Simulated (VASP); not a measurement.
PtPb, 4 atoms in the cell. It takes space group P6_3/mmc (No. 194, hexagonal). Conventional cell: a = 4.250 Å, b = 4.250 Å, c = 5.347 Å, α = 90.00°, β = 90.00°, γ = 120.00°. Pt (site symmetry -6m2) has 6 Pb at 2.79 Å and 6 Pt at 3.63 Å within 3.7 Å. Within 3.5 Å of Pb (site symmetry -3m) lie 2 Pb at 2.67 Å and 6 Pt at 2.79 Å.  This cell differs from its parent crystal: zz strain of -2 %.

```yaml
Program: VASP 6.6.1
Task: single point
Functional: LDA
Potentials_or_basis: VASP PAW LDA potentials, release 64 (Pt, Pb_d)
Cutoff: 520 eV
k_mesh: 10 × 10 × 7
Occupations: fermi-dirac, width 0.05 eV
Spin: no spin polarisation
Dipole_correction: no
Further_INCAR_settings: ALGO = Normal; EDIFF = 1e-06; NBANDS = 32
```

Potentials or basis: VASP PAW LDA potentials, release 64 (Pt, Pb_d).

The run is started by

```sh
$ cat potpaw_LDA.64/Pt/POTCAR potpaw_LDA.64/Pb_d/POTCAR > POTCAR
$ mpirun -np 1 vasp_std > vasp.out
```

Hardware: 1 thread of Intel(R) Xeon(R) 6975P-C (Granite Rapids) (shared host).

Question: How long does it take, and how much memory?

Answer: Wall time 38 s on 1 thread of Intel(R) Xeon(R) 6975P-C (Granite Rapids), on a shared host, peak memory 0.25 GiB. Counts: scf iterations 11, k points 56.
